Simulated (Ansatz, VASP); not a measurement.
BaBi: VASP beside Ansatz

```xyz
2
Lattice="4.3264 0.0000 0.0000 0.0000 4.3264 0.0000 0.0000 0.0000 4.3264" Properties=species:S:1:pos:R:3 pbc="T T T"
Ba    0.0000    0.0000    0.0000
Bi    2.1632    2.1632    2.1632
```

Alike in both runs: functional PBE; k mesh 14 × 14 × 14; occupations gaussian, width 0.1 eV; no spin polarisation.

Ansatz relaxed the structure, and its values are those at the end. VASP's run is a single point on that final structure, the one shown.

|  | VASP | Ansatz |
| --- | --- | --- |
| version | VASP 6.6.1 | Ansatz 0.2.0 |
| potentials or method | VASP PAW PBE potentials, release 64 (Ba_sv, Bi_d), cutoff 520 eV | scalar-relativistic, plane waves, PAW |
| valence electrons in the cell | 25 | 25 |

```tsv
	VASP	Ansatz	Ansatz less VASP
gap on the k mesh at the Fermi level (eV)	none	none	-
pressure (GPa)	0.3	0.0	-0.28
```

A gap of «none» marks a metal or a gap that the smearing closes. The functional is the same, so the differences come from potentials, cutoffs and numerics.

Spin-orbit coupling is off throughout.
